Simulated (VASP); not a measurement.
The system is Ba.

```
CELL_PARAMETERS angstrom
-2.55566 2.55566 2.55566
2.55566 -2.55566 2.55566
2.55566 2.55566 -2.55566
ATOMIC_POSITIONS crystal
Ba 0.00000 0.00000 0.00000
```

Base run:

| Quantity | Value |
| --- | --- |
| Program | VASP 6.6.1 |
| Functional | PBEsol |
| Potentials or basis | VASP PAW PBE potentials, release 64 (Ba_sv) |
| Cutoff | 520 eV |
| k mesh | 8 × 8 × 8 |
| Occupations | fermi-dirac, width 0.05 eV |
| Spin | no spin polarisation |

Its results: band gap on the k mesh zero (band 5 reaches 1.82 eV, above the bottom of band 6 at 0.89 eV); pressure -1.1 GPa.

Task: The run is repeated on the same cell with these changes: functional from PBEsol to PBE. What comes out?

Result: Band gap on the k mesh zero (band 5 reaches 1.93 eV, above the bottom of band 6 at 0.99 eV); pressure -0.4 GPa.

PBE binds less tightly than PBEsol, so the same cell stands under more pressure.

Caveats: spin-orbit coupling is left out, which moves the levels of the heavy elements; the PAW data sets were made with another functional, which shifts forces and pressure a little (some runs).
